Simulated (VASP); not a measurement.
# ZrB2 (P6/mmm) in VASP: a series of runs, part 2 of 2

VASP 6.6.1. The steps go on from the part before.

## (6) Single point, LDA (10.28 Å³/atom)

INCAR reads:

```
PREC = Accurate ; ENCUT = 520
EDIFF = 1E-7 ; ISMEAR = 0
SIGMA = 0.15 ; LREAL = F
LASPH = T ; NELM = 80
ALGO = Normal ; ISIF = 2
LWAVE = F ; LCHARG = F
NBANDS = 16
```

KPOINTS reads:

```
Automatic mesh
0
Gamma
  18 18 12
```

POSCAR reads:

```
ZrB2
1.0
    3.0479552994      0.0000000000      0.0000000000
   -1.5239776497      2.6396067189      0.0000000000
    0.0000000000      0.0000000000      3.8324989935
Zr B
1 2
Direct
    0.0000000000      0.0000000000      0.0000000000
    0.3333333333      0.6666666667      0.5000000000
    0.6666666667      0.3333333333      0.5000000000
```

Potentials or basis: VASP PAW LDA potentials, release 64 (Zr_sv, B).

Started as:

```sh
$ cat potpaw_LDA.64/Zr_sv/POTCAR potpaw_LDA.64/B/POTCAR > POTCAR
$ mpirun -np 1 vasp_std > vasp.out
```

OUTCAR:

```text
PREC = Accurate
   ENCUT = 520
   EDIFF = 1E-7
   ISMEAR = 0
   LREAL = F
   LASPH = T
   NELM = 80
   ISIF = 2

 ion  position               nearest neighbor table
   1  0.000  0.000  0.000-   2 2.60   3 2.60   2 2.60   3 2.60   3 2.60   3 2.60   2 2.60   2 2.60
                             3 2.60   3 2.60   2 2.60   2 2.60
   2  0.333  0.667  0.500-   3 1.76   3 1.76   3 1.76   1 2.60   1 2.60   1 2.60   1 2.60   1 2.60
                             1 2.60
   3  0.667  0.333  0.500-   2 1.76   2 1.76   2 1.76   1 2.60   1 2.60   1 2.60   1 2.60   1 2.60
                             1 2.60

  LATTYP: Found a hexagonal cell.
 ALAT       =     3.0479552994
 C/A-ratio  =     1.2574000000

  Lattice vectors:

 A1 = (   3.0479552994,   0.0000000000,   0.0000000000)
 A2 = (  -1.5239776497,   2.6396067189,   0.0000000000)
 A3 = (   0.0000000000,   0.0000000000,   3.8324989935)

Analysis of symmetry for initial positions (statically):
=====================================================================
 Subroutine PRICEL returns:
 Original cell was already a primitive cell.

 Routine SETGRP: Setting up the symmetry group for a
 hexagonal supercell.

 Subroutine GETGRP returns: Found 24 space group operations
 (whereof 24 operations were pure point group operations)
 out of a pool of 24 trial point group operations.

The static configuration has the point symmetry D_6h.

Analysis of symmetry for dynamics (positions and initial velocities):
=====================================================================
 Subroutine PRICEL returns:
 Original cell was already a primitive cell.

 Routine SETGRP: Setting up the symmetry group for a
 hexagonal supercell.

 Subroutine GETGRP returns: Found 24 space group operations
 (whereof 24 operations were pure point group operations)
 out of a pool of 24 trial point group operations.

The dynamic configuration has the point symmetry D_6h.

 Subroutine INISYM returns: Found 24 space group operations
 (whereof 24 operations are pure point group operations),
 and found     1 'primitive' translations
[... 119 lines left out ...]
  Fermi-wavevector in a.u.,A,eV,Ry     =   1.368219  2.585560 25.470433  1.872024
  Thomas-Fermi vector in A             =   2.494203
   LORBIT       =      0    0 simple, 1 ext, 2 COOP (PROOUT), +10 PAW based schemes
   GGA     = CA    functional components
   LHFCALC =     F    Hartree Fock is set to
   AEXX    =    0.0000 exact exchange contribution
   IVDW    =     0    specifies the selected vdW correction
   LEPSILON=     F    determine dielectric tensor
   LRPA    =     F    only Hartree local field effects (RPA)
 non-spin polarized calculation
 Gauss-broadening in eV      SIGMA  =   0.15
  energy-cutoff  :      520.00
  volume of cell :       30.83
 maximum number of plane-waves:       854
 NGX is ok and might be reduce to    24
   NGX = 11   NGY = 11   NGZ = 15

 number of electron      18.0000000 magnetization

 Free energy of the ion-electron system (eV)
  ---------------------------------------------------
  ext. energy  EPLUGINS =         0.00000000
  ---------------------------------------------------
  free energy    TOTEN  =       -27.15461329 eV

  energy without entropy =      -27.15240056  energy(sigma->0) =      -27.15350693

 E-fermi :  10.2412     XC(G=0): -12.5571

 val. band max:       10.2258949195   @ k =   0.0000   0.0000   0.4167
 cond. band min:      10.2624561889   @ k =   0.3889   0.2222   0.0000
 fundamental gap:      0.0365612694
 Fermi energy:        10.2412207869

 k-point     1 :       0.0000    0.0000    0.0000
  band No.  band energies     occupation
      1     -38.1767      2.00000
      2     -16.5510      2.00000
      3     -15.7528      2.00000
      4     -15.7528      2.00000
      5      -2.2675      2.00000
      6       7.2393      2.00000
[... 433 lines left out ...]
      3     -16.3070      2.00000
      4     -16.1259      2.00000
      5       1.2669      2.00000
      6       2.8995      2.00000
[... 8 lines left out ...]
     15      19.4470      0.00000
     16      19.6137      0.00000

 [... further k-points ...]

------------------------ aborting loop because EDIFF is reached ----------------------------------------

  FORCE on cell =-STRESS in cart. coord.  units (eV):
  Direction    XX          YY          ZZ          XY          YZ          ZX
  --------------------------------------------------------------------------------------
  -------------------------------------------------------------------------------------
  Total        1.3408259      1.3408259     -6.0670480      0.0000000     -0.0000000      0.0000000
  in kB       69.6711717     69.6711717   -315.2522142      0.0000000     -0.0000000      0.0000000
  external PRESSURE =     -58.6366236 kB  Pullay stress =       0.0000000 kB

 VOLUME and BASIS-vectors are now :
 -----------------------------------------------------------------------------
  energy-cutoff  :      520.00
  volume of cell :       30.83
      direct lattice vectors                 reciprocal lattice vectors
     3.047955299  0.000000000  0.000000000     0.328088801  0.189422158  0.000000000
    -1.523977650  2.639606719  0.000000000     0.000000000  0.378844315  0.000000000
     0.000000000  0.000000000  3.832498993     0.000000000  0.000000000  0.260926357

 POSITION                                       TOTAL-FORCE (eV/Angst)
 -----------------------------------------------------------------------------------
      0.00000      0.00000      0.00000         0.000000      0.000000     -0.000000
     -0.00000      1.75974      1.91625        -0.000000      0.000000     -0.000000
      1.52398      0.87987      1.91625         0.000000      0.000000      0.000000
 -----------------------------------------------------------------------------------
    total drift:                               -0.000000      0.000000      0.000000

  FREE ENERGIE OF THE ION-ELECTRON SYSTEM (eV)
  ---------------------------------------------------
  free  energy   TOTEN  =       -27.1546132912 eV

  energy  without entropy=      -27.1524005608  energy(sigma->0) =      -27.15350693
```

stdout:

```text
POSCAR found type information on POSCAR ZrB
 POSCAR found :  2 types and       3 ions
 scaLAPACK will be used
 LDA part: xc-table for (Slater(with rela. corr.)+CA(PZ))
 , standard interpolation
 POSCAR, INCAR and KPOINTS ok, starting setup
 FFT: planning ... GRIDC
 FFT: planning ... GRID_SOFT
 FFT: planning ... GRID
 WAVECAR not read
 entering main loop
```

Run time: 63 s. Hardware: 1 thread of AMD EPYC 9R45 (Zen 5), shared host; peak memory 0.2 GiB.

Results:

```
Free energy            : -27.1546 eV
Pressure               : -5.9 GPa
Band gap on the k mesh : zero (bands 9 and 10 overlap by 0.94 eV)
```

Stress tensor (GPa, compression positive):
```
  6.97   0.00   0.00
  0.00   6.97   0.00
  0.00   0.00 -31.53
```

Caveat: the stress differs along the axes, from -32 to 7 GPa.

## (7) Summary

| cell | gap on the mesh (eV) | pressure (GPa) |
| --- | --- | --- |
| a = 3.372, b = 3.372, c = 3.131 Å, angles 90.0, 90.0, 120.0°, 3 atoms | none | -8.7 |
| a = 3.239, b = 3.239, c = 3.395 Å, angles 90.0, 90.0, 120.0°, 3 atoms | none | -9.5 |
| a = 3.110, b = 3.110, c = 3.681 Å, angles 90.0, 90.0, 120.0°, 3 atoms | none | -7.8 |
| a = 3.305, b = 3.305, c = 3.260 Å, angles 90.0, 90.0, 120.0°, 3 atoms | none | -9.3 |
| a = 3.048, b = 3.048, c = 3.832 Å, angles 90.0, 90.0, 120.0°, 3 atoms | none | -5.9 |

Alike in all rows: task single point; level LDA; potentials or basis VASP PAW LDA potentials, release 64 (Zr_sv, B); no spin polarisation; k mesh 18 × 18 × 12; cutoff (eV) 520; smearing gaussian 0.15 eV.

Caveats: the stress differs along the axes, from -28 to 29 GPa (at least some runs); the stress differs along the axes, from -16 to 4 GPa (at least some runs); the stress differs along the axes, from -21 to -1 GPa (at least some runs); the stress differs along the axes, from -22 to 16 GPa (at least some runs); the stress differs along the axes, from -32 to 7 GPa (at least some runs).

Total energies depend on the potentials used, so only differences within one code and one set of settings carry meaning.

The gap in the log of VASP goes by the Fermi energy; the results here count the filled bands.